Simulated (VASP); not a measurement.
## Si8NO14 (a cell with a defect): single point with LDA

The system is Si8NO14 (a cell with a defect).

```
Si O N
1.0
    -4.16930   -4.16930    0.00000
     4.16930   -4.16930    0.00000
     0.00000    0.00000    5.33040
Si O N
8 14 1
Cartesian
  0.0008 -4.1662 0.0058
  2.0277 -2.0238 1.3408
  0.0008 -4.1661 2.6758
  2.2241 -2.2201 4.0060
  -0.0568 0.0607 0.0349
  -2.0543 -2.1112 1.3408
  -0.0566 0.0606 2.6467
  -2.0740 -2.0915 4.0060
  1.2347 -2.8402 -0.0002
  0.7734 -0.7694 1.3407
  -1.3250 -5.4002 -0.0001
  3.3133 -3.3097 1.3408
  1.2346 -2.8402 2.6818
  -1.3250 -5.4002 2.6817
  -2.8619 -2.9166 0.0145
  0.8190 -4.9842 1.3408
  -1.2487 -1.3034 0.0144
  -0.7926 -3.3727 1.3408
  -2.8619 -2.9167 2.6671
  0.8148 -4.9801 4.0060
  -1.2488 -1.3034 2.6672
  -0.8030 -3.3623 4.0060
  3.4137 -3.4098 4.0059
```

```
Program             : VASP 6.6.1
Task                : single point
Functional          : LDA
Potentials or basis : VASP PAW LDA potentials, release 64 (Si, O, N)
Cutoff              : 520 eV
k mesh              : 2 × 2 × 2
Occupations         : gaussian, width 0.05 eV
Spin                : collinear spin, zero start
Starting moments    : [0.0, 0.0, 0.0, 0.0, 0.0, 0.0, 0.0, 0.0, 0.0, 0.0, 0.0, 0.0, 0.0, 0.0, 0.0, 0.0, 0.0, 0.0, 0.0, 0.0, 0.0, 0.0, 0.0] μB
```

```yaml
Pressure: 2.2 GPa
Largest_force: 0.067 eV/Å
Net_moment: 0.00 μB per cell
Valence_electrons_inside_the_program's_atomic_spheres: Si 1.49, 1.56, 1.51, 1.48 (each value once); O 5.20, 5.21, 5.23, 5.19, 5.24 (each value once); N 4.03
```

Forces on the atoms (eV/Å):
```
Si   0.002  0.001  0.002
Si   0.009 -0.007 -0.001
Si   0.002  0.000  0.001
Si  -0.006  0.005 -0.002
Si   0.008 -0.009 -0.066
Si   0.006  0.000 -0.001
Si   0.007 -0.009  0.064
Si   0.003  0.001  0.001
O   -0.030 -0.014 -0.015
O    0.025 -0.027  0.000
O    0.012  0.031 -0.014
O   -0.037  0.038  0.001
O   -0.028 -0.014  0.013
O    0.012  0.031  0.014
O   -0.031 -0.034 -0.010
O    0.028 -0.028  0.002
O    0.032  0.028 -0.010
O   -0.024  0.021  0.001
O   -0.028 -0.034  0.009
O    0.025 -0.026  0.001
O    0.033  0.027  0.009
O   -0.025  0.022  0.001
N    0.004 -0.004  0.000
```

Stress tensor (GPa, compression positive):
```
 1.96 -1.92  0.00
-1.92  1.96  0.00
 0.00  0.00  2.74
```

Levels at points of the mesh, in eV from the Fermi level:
Spin up:
| k point | band 58 | band 59 | band 60 | band 61 | band 62 | band 63 |
| --- | --- | --- | --- | --- | --- | --- |
| (0.00, 0.00, 0.00) | -3.84 | -3.20 | -1.92 | -0.71 | 3.21 | 3.61 |
| (0.50, 0.00, 0.00) | -3.96 | -3.57 | -2.54 | -0.13 | 3.42 | 4.03 |
| (0.00, 0.50, 0.00) | -3.75 | -3.49 | -2.11 | -0.46 | 2.66 | 3.62 |
| (0.50, 0.50, 0.00) | -3.86 | -3.81 | -2.31 | -0.23 | 3.03 | 4.35 |
| (0.00, 0.00, 0.50) | -3.84 | -3.46 | -2.05 | 0.21 | 2.21 | 3.87 |
| (0.50, 0.00, 0.50) | -3.60 | -3.60 | -2.31 | 0.31 | 2.95 | 4.16 |
| (0.00, 0.50, 0.50) | -3.61 | -3.54 | -1.95 | 0.13 | 2.17 | 3.59 |
| (0.50, 0.50, 0.50) | -4.07 | -3.89 | -2.35 | 0.40 | 2.83 | 3.63 |
Spin down:
| k point | band 58 | band 59 | band 60 | band 61 | band 62 | band 63 |
| --- | --- | --- | --- | --- | --- | --- |
| (0.00, 0.00, 0.00) | -3.84 | -3.20 | -1.92 | -0.71 | 3.21 | 3.61 |
| (0.50, 0.00, 0.00) | -3.96 | -3.57 | -2.54 | -0.13 | 3.42 | 4.03 |
| (0.00, 0.50, 0.00) | -3.75 | -3.49 | -2.11 | -0.46 | 2.66 | 3.62 |
| (0.50, 0.50, 0.00) | -3.86 | -3.81 | -2.31 | -0.23 | 3.03 | 4.35 |
| (0.00, 0.00, 0.50) | -3.84 | -3.46 | -2.05 | 0.21 | 2.21 | 3.87 |
| (0.50, 0.00, 0.50) | -3.60 | -3.60 | -2.31 | 0.31 | 2.95 | 4.16 |
| (0.00, 0.50, 0.50) | -3.61 | -3.54 | -1.95 | 0.13 | 2.17 | 3.59 |
| (0.50, 0.50, 0.50) | -4.07 | -3.89 | -2.35 | 0.40 | 2.83 | 3.63 |

Wall time 6.9 min on 1 thread of Intel Xeon 8259CL, on a shared host, peak memory 0.34 GiB.

Caveat: the k points lie up to 0.59 Å⁻¹ apart; no moment was typed at the start, so none could form.
